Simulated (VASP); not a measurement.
# BeCd15S16 (a cell with a defect) in VASP: notebook

BeCd15S16 (a cell with a defect) is run at these levels: PBE; tasks: electric field gradients.

Everything below comes from runs of VASP 6.6.1. Logs are shortened: lines on timing, memory, paths and dates and some standing lists are left out, and cuts for length are marked.

## (1) The cell of the first run

The cell holds a defect, 32 atoms: a = 8.300 Å, b = 8.300 Å, c = 13.474 Å, α = 90.00°, β = 90.00°, γ = 120.00°.

## (2) Electric field gradients, PBE

File INCAR:

```
PREC = Accurate
ENCUT = 520
EDIFF = 1E-8
ISMEAR = -1
SIGMA = 0.01
LREAL = Auto
LASPH = True
NELM = 60
ALGO = Normal
ISIF = 2
LWAVE = False
LCHARG = False
GGA = PE
LEFG = True
NBANDS = 161
LUSENCCL = False
```

File KPOINTS:

```
regular mesh
0
Gamma
  3 3 2
```

File POSCAR:

```
BeCd15S16
1.0
    8.3000000000      0.0000000000      0.0000000000
   -4.1500000000      7.1880108514      0.0000000000
    0.0000000000      0.0000000000     13.4740000000
Be Cd S
1 15 16
Direct
    0.1666666666      0.3333333334      0.0000000000
    0.1666666666      0.3333333334      0.5000000000
    0.1666666666      0.8333333334      0.0000000000
    0.1666666666      0.8333333334      0.5000000000
    0.6666666666      0.3333333334      0.0000000000
    0.6666666666      0.3333333334      0.5000000000
    0.6666666666      0.8333333334      0.0000000000
    0.6666666666      0.8333333334      0.5000000000
    0.3333333334      0.1666666666      0.2500000000
    0.3333333334      0.1666666666      0.7500000000
    0.3333333334      0.6666666666      0.2500000000
    0.3333333334      0.6666666666      0.7500000000
    0.8333333334      0.1666666666      0.2500000000
    0.8333333334      0.1666666666      0.7500000000
    0.8333333334      0.6666666666      0.2500000000
    0.8333333334      0.6666666666      0.7500000000
    0.1666666666      0.3333333334      0.1875000000
    0.1666666666      0.3333333334      0.6875000000
    0.1666666666      0.8333333334      0.1875000000
    0.1666666666      0.8333333334      0.6875000000
    0.6666666666      0.3333333334      0.1875000000
    0.6666666666      0.3333333334      0.6875000000
    0.6666666666      0.8333333334      0.1875000000
    0.6666666666      0.8333333334      0.6875000000
    0.3333333334      0.1666666666      0.4375000000
    0.3333333334      0.1666666666      0.9375000000
    0.3333333334      0.6666666666      0.4375000000
    0.3333333334      0.6666666666      0.9375000000
    0.8333333334      0.1666666666      0.4375000000
    0.8333333334      0.1666666666      0.9375000000
    0.8333333334      0.6666666666      0.4375000000
    0.8333333334      0.6666666666      0.9375000000
```

Potentials or basis: VASP PAW PBE potentials, release 64 (Be, Cd, S).

Started as:

```console
> cat potpaw_PBE.64/Be/POTCAR potpaw_PBE.64/Cd/POTCAR potpaw_PBE.64/S/POTCAR > POTCAR
> mpirun -np 1 vasp_std > vasp.out
```

OUTCAR:

```text
PREC = Accurate
   ENCUT = 520
   EDIFF = 1E-8
   ISMEAR = -1
   LREAL = Auto
   LASPH = True
   NELM = 60
   ISIF = 2
   GGA = PE

 ion  position               nearest neighbor table
   1  0.167  0.333  0.000-  17 2.53  28 2.54  30 2.54  26 2.54
   2  0.167  0.333  0.500-  18 2.53  27 2.54  29 2.54  25 2.54
   3  0.167  0.833  0.000-  19 2.53  26 2.54  32 2.54  28 2.54
   4  0.167  0.833  0.500-  20 2.53  25 2.54  31 2.54  27 2.54
   5  0.667  0.333  0.000-  21 2.53  32 2.54  26 2.54  30 2.54
   6  0.667  0.333  0.500-  22 2.53  31 2.54  25 2.54  29 2.54
[... 24 lines left out ...]
  31  0.833  0.667  0.438-  15 2.53   6 2.54   4 2.54   8 2.54
  32  0.833  0.667  0.938-  16 2.53   5 2.54   3 2.54   7 2.54

  LATTYP: Found a hexagonal cell.
 ALAT       =     8.3000000000
 C/A-ratio  =     1.6233734940

  Lattice vectors:

 A1 = (   8.3000000000,   0.0000000000,   0.0000000000)
 A2 = (  -4.1500000000,   7.1880108514,   0.0000000000)
 A3 = (   0.0000000000,   0.0000000000,  13.4740000000)

Analysis of symmetry for initial positions (statically):
=====================================================================
 Subroutine PRICEL returns:
 Original cell was already a primitive cell.

 Routine SETGRP: Setting up the symmetry group for a
 hexagonal supercell.

 Subroutine GETGRP returns: Found  6 space group operations
 (whereof  2 operations were pure point group operations)
 out of a pool of 24 trial point group operations.

The static configuration has the point symmetry C_1h.
 The point group associated with its full space group is C_3v.

Analysis of symmetry for dynamics (positions and initial velocities):
=====================================================================
 Subroutine PRICEL returns:
 Original cell was already a primitive cell.

 Routine SETGRP: Setting up the symmetry group for a
 hexagonal supercell.

 Subroutine GETGRP returns: Found  6 space group operations
 (whereof  2 operations were pure point group operations)
 out of a pool of 24 trial point group operations.

The dynamic configuration has the point symmetry C_1h.
 The point group associated with its full space group is C_3v.

 Subroutine INISYM returns: Found  6 space group operations
 (whereof  2 operations are pure point group operations),
 and found     1 'primitive' translations

----------------------------------------------------------------------------------------

                                     Primitive cell

  volume of cell :     803.8654

  direct lattice vectors                    reciprocal lattice vectors
     8.300000000  0.000000000  0.000000000     0.120481928  0.069560273 -0.000000000
    -4.150000000  7.188010851  0.000000000     0.000000000  0.139120547  0.000000000
     0.000000000  0.000000000 13.474000000     0.000000000 -0.000000000  0.074217011

  length of vectors
     8.300000000  8.300000000 13.474000000     0.139120547  0.139120547  0.074217011

  position of ions in fractional coordinates (direct lattice)
     0.166666667  0.333333333  0.000000000
     0.166666667  0.333333333  0.500000000
     0.166666667  0.833333333  0.000000000
     0.166666667  0.833333333  0.500000000
     0.666666667  0.333333333  0.000000000
     0.666666667  0.333333333  0.500000000
[... 24 lines left out ...]
     0.833333333  0.666666667  0.437500000
     0.833333333  0.666666667  0.937500000

  ion indices of the primitive-cell ions
   primitive index   ion index
                 1           1
                 2           2
                 3           3
                 4           4
                 5           5
                 6           6
[... 77 lines left out ...]
   ENCUT  =  520.0 eV  38.22 Ry    6.18 a.u.  15.43 15.43 25.05*2*pi/ulx,y,z
   NELM   =     60;   NELMIN=  2; NELMDL= -5     # of ELM steps
   EDIFF  = 0.1E-07   stopping-criterion for ELM
   LREAL  =      T    real-space projection
   EDIFFG = 0.1E-06   stopping-criterion for IOM
   NSW    =      0    number of steps for IOM
   IBRION =     -1    ionic relax: 0-MD 1-quasi-New 2-CG
   NFREE  =      0    steps in history (QN), initial steepest desc. (CG)
   ISIF   =      2    stress and relaxation
   ISYM   =      2    0-nonsym 1-usesym 2-fastsym
   POTIM  = 0.5000    time-step for ionic-motion
   TEBEG  =    0.0;   TEEND  =   0.0 temperature during run
   PSTRESS=    0.0 pullay stress
   NELECT =     278.0000    total number of electrons
   NUPDOWN=      -1.0000    fix difference up-down
   EMIN   =  10.00;   EMAX   =-10.00  energy-range for DOS
   EFERMI =   0.00;   METHOD = LEGACY
   ISMEAR =    -1;   SIGMA  =   0.01  broadening in eV -4-tet -1-fermi 0-gaus
   EFERMI_NEDOS =   21; number of points for ismear=-14 and -15
   IALGO  =     38    algorithm
   IMIX   =      4    mixing-type and parameters
     AMIX     =   0.40;   BMIX     =  1.00
     AMIX_MAG =   1.60;   BMIX_MAG =  1.00
  volume/ion in A,a.u.               =      25.12       169.52
  Fermi-wavevector in a.u.,A,eV,Ry     =   1.149111  2.171505 17.965895  1.320456
  Thomas-Fermi vector in A             =   2.285782
   LORBIT       =      0    0 simple, 1 ext, 2 COOP (PROOUT), +10 PAW based schemes
   GGA     = PE    functional components
   LHFCALC =     F    Hartree Fock is set to
   AEXX    =    0.0000 exact exchange contribution
   IVDW    =     0    specifies the selected vdW correction
   LEPSILON=     F    determine dielectric tensor
   LRPA    =     F    only Hartree local field effects (RPA)
 non-spin polarized calculation
  energy-cutoff  :      520.00
  volume of cell :      803.87
 maximum number of plane-waves:     21722
 NGX is ok and might be reduce to    64
   NGX = 31   NGY = 31   NGZ = 51

 number of electron     277.9999975 magnetization

 Free energy of the ion-electron system (eV)
  ---------------------------------------------------
  ext. energy  EPLUGINS =         0.00000000
  ---------------------------------------------------
  free energy    TOTEN  =      -100.22998640 eV

  energy without entropy =     -100.22998640  energy(sigma->0) =     -100.22998640

 E-fermi :   1.3775     XC(G=0):  -8.9908

 val. band max:        1.1330004749   @ k =   0.0000   0.0000   0.0000
 cond. band min:       2.3778875627   @ k =   0.0000   0.0000   0.0000
 fundamental gap:      1.2448870878
 Fermi energy:         1.3775281765

 k-point     1 :       0.0000    0.0000    0.0000
  band No.  band energies     occupation
      1     -11.1127      2.00000
      2     -10.9023      2.00000
      3     -10.8814      2.00000
      4     -10.7146      2.00000
      5     -10.7146      2.00000
      6     -10.7025      2.00000
[... 913 lines left out ...]
    150       5.7002      0.00000
    151       5.7221      0.00000
 [bands above 151 left out]

------------------------ aborting loop because EDIFF is reached ----------------------------------------

  FORCE on cell =-STRESS in cart. coord.  units (eV):
  Direction    XX          YY          ZZ          XY          YZ          ZX
  --------------------------------------------------------------------------------------
  -------------------------------------------------------------------------------------
  Total        4.7643360      4.7643360      7.8633531      0.0000000      0.0000000     -0.0000000
  in kB        9.4957573      9.4957573     15.6723817      0.0000000      0.0000000     -0.0000000
  external PRESSURE =      11.5546321 kB  Pullay stress =       0.0000000 kB

 VOLUME and BASIS-vectors are now :
 -----------------------------------------------------------------------------
  energy-cutoff  :      520.00
  volume of cell :      803.87
      direct lattice vectors                 reciprocal lattice vectors
     8.300000000  0.000000000  0.000000000     0.120481928  0.069560273 -0.000000000
    -4.150000000  7.188010851  0.000000000     0.000000000  0.139120547  0.000000000
     0.000000000  0.000000000 13.474000000     0.000000000 -0.000000000  0.074217011

 POSITION                                       TOTAL-FORCE (eV/Angst)
 -----------------------------------------------------------------------------------
     -0.00000      2.39600      0.00000         0.000000      0.000000      0.037806
     -0.00000      2.39600      6.73700         0.000000      0.000000     -0.047047
     -2.07500      5.99001      0.00000        -0.050362     -0.029076     -0.029921
     -2.07500      5.99001      6.73700        -0.001968     -0.001136     -0.073289
      4.15000      2.39600      0.00000         0.000000      0.058153     -0.029921
      4.15000      2.39600      6.73700         0.000000      0.002272     -0.073289
[... 24 lines left out ...]
      4.15000      4.79201      5.89487         0.000000      0.000000      0.077585
      4.15000      4.79201     12.63188         0.000000      0.000000      0.059295
 -----------------------------------------------------------------------------------
    total drift:                               -0.000003      0.000000     -0.036054

  FREE ENERGIE OF THE ION-ELECTRON SYSTEM (eV)
  ---------------------------------------------------
  free  energy   TOTEN  =      -100.2299863975 eV

  energy  without entropy=     -100.2299863975  energy(sigma->0) =     -100.22998640

 Electric field gradients (V/A^2)
---------------------------------------------------------------------
 ion       V_xx      V_yy      V_zz      V_xy      V_xz      V_yz
---------------------------------------------------------------------
   1       0.082     0.082    -0.163     0.000     0.000    -0.000
   2       2.488     2.488    -4.976     0.000     0.000    -0.000
   3       2.209     2.418    -4.627    -0.180    -1.295    -0.748
   4       1.823     1.869    -3.692    -0.039    -0.078    -0.045
   5       2.521     2.106    -4.627     0.000     0.000     1.495
   6       1.892     1.800    -3.692     0.000     0.000     0.090
[... 24 lines left out ...]
  31      -0.477    -0.477     0.954     0.000    -0.000     0.000
  32      -1.027    -1.026     2.053     0.000    -0.000     0.000
---------------------------------------------------------------------

 Electric field gradients after diagonalization (V/A^2)
 (convention: |V_zz| > |V_xx| > |V_yy|)
----------------------------------------------------------------------
 ion       V_xx      V_yy      V_zz     asymmetry (V_yy - V_xx)/ V_zz
----------------------------------------------------------------------
   1       0.082     0.081    -0.163       0.002
   2       2.488     2.487    -4.976       0.000
   3       2.521     2.423    -4.944       0.020
   4       1.892     1.802    -3.693       0.024
   5       2.521     2.423    -4.944       0.020
   6       1.892     1.802    -3.693       0.024
[... 24 lines left out ...]
  31      -0.477    -0.476     0.954       0.001
  32      -1.027    -1.026     2.053       0.000
----------------------------------------------------------------------

           NMR quadrupolar parameters

 Cq : quadrupolar parameter    Cq=e*Q*V_zz/h
 eta: asymmetry parameters     (V_yy - V_xx)/ V_zz
 Q  : nuclear electric quadrupole moment in mb (millibarn)
----------------------------------------------------------------------
 ion       Cq(MHz)       eta       Q (mb)
----------------------------------------------------------------------
   1      -0.000       0.002       1.000
   2      -0.012       0.000       1.000
   3      -0.012       0.020       1.000
   4      -0.009       0.024       1.000
   5      -0.012       0.020       1.000
   6      -0.009       0.024       1.000
[... 24 lines left out ...]
  31       0.002       0.001       1.000
  32       0.005       0.000       1.000
----------------------------------------------------------------------
```

Run time: 58 s. Hardware: 1 × NVIDIA H100 80GB with 1 thread of AMD EPYC 7R13 (Zen 3), shared host; peak memory 1.9 GiB.

What came out:

```
Free energy                             : -100.2300 eV
Pressure                                : 1.2 GPa
Largest force                           : 1.719 eV/Å
Band gap on the k mesh                  : 1.24 eV
Largest electric field gradient by atom : Be -0.2; Cd -5.0, -4.9, -3.7, -3.1, -3.6, -3.3, -4.6 (each value once); S +20.6, +0.5, +1.5, +1.6, +1.7, +18.4, +1.0, +2.1 (each value once) V/Å²
```

Forces on the atoms (eV/Å):
```
Be   0.000  0.000  0.038
Cd   0.000  0.000 -0.047
Cd  -0.050 -0.029 -0.030
Cd  -0.002 -0.001 -0.073
Cd   0.000  0.058 -0.030
Cd   0.000  0.002 -0.073
Cd   0.050 -0.029 -0.030
Cd   0.002 -0.001 -0.073
Cd   0.012 -0.007 -0.111
Cd  -0.042  0.024 -0.070
Cd   0.000  0.014 -0.111
Cd   0.000 -0.049 -0.070
Cd  -0.012 -0.007 -0.111
Cd   0.042  0.024 -0.070
Cd   0.000  0.000 -0.084
Cd   0.000  0.000 -0.050
S    0.000  0.000 -1.719
S    0.000  0.000  0.045
S    0.004  0.002  0.078
S    0.007  0.004  0.076
S    0.000 -0.005  0.078
S    0.000 -0.009  0.076
S   -0.004  0.002  0.078
S   -0.007  0.004  0.076
S   -0.004  0.003  0.062
S   -1.377  0.795  0.628
S    0.000 -0.005  0.062
S    0.000 -1.590  0.628
S    0.004  0.003  0.062
S    1.377  0.795  0.628
S    0.000  0.000  0.078
S    0.000  0.000  0.059
```

Stress tensor (GPa, compression positive):
```
0.95 0.00 0.00
0.00 0.95 0.00
0.00 0.00 1.57
```

Electric field gradients, principal values (V/Å²):
| atom | least | middle | greatest (by size) |
| --- | --- | --- | --- |
| 1 Be | 0.081 | 0.082 | -0.163 |
| 2 Cd | 2.487 | 2.488 | -4.976 |
| 3 Cd | 2.423 | 2.521 | -4.944 |
| 4 Cd | 1.802 | 1.892 | -3.693 |
| 5 Cd | 2.423 | 2.521 | -4.944 |
| 6 Cd | 1.802 | 1.892 | -3.693 |
| 7 Cd | 2.422 | 2.521 | -4.944 |
| 8 Cd | 1.801 | 1.892 | -3.693 |
| 9 Cd | 0.683 | 2.441 | -3.124 |
| 10 Cd | 1.749 | 1.889 | -3.638 |
| 11 Cd | 0.682 | 2.441 | -3.124 |
| 12 Cd | 1.748 | 1.890 | -3.638 |
| 13 Cd | 0.682 | 2.441 | -3.124 |
| 14 Cd | 1.748 | 1.890 | -3.638 |
| 15 Cd | 1.630 | 1.631 | -3.260 |
| 16 Cd | 2.300 | 2.301 | -4.600 |
| 17 S | -10.283 | -10.283 | 20.566 |
| 18 S | -0.235 | -0.235 | 0.470 |
| 19 S | -0.282 | -1.242 | 1.524 |
| 20 S | -0.738 | -0.834 | 1.572 |
| 21 S | -0.282 | -1.242 | 1.524 |
| 22 S | -0.738 | -0.834 | 1.572 |
| 23 S | -0.282 | -1.242 | 1.524 |
| 24 S | -0.739 | -0.833 | 1.572 |
| 25 S | -0.804 | -0.855 | 1.660 |
| 26 S | -8.471 | -9.901 | 18.372 |
| 27 S | -0.805 | -0.854 | 1.660 |
| 28 S | -8.471 | -9.902 | 18.373 |
| 29 S | -0.805 | -0.854 | 1.660 |
| 30 S | -8.471 | -9.902 | 18.373 |
| 31 S | -0.476 | -0.477 | 0.954 |
| 32 S | -1.026 | -1.027 | 2.053 |

Caveat: without QUAD_EFG the Cq values of the log hold for a quadrupole moment of 1 mb, not for the nuclei.

(Part 1 of 2 ends here.)
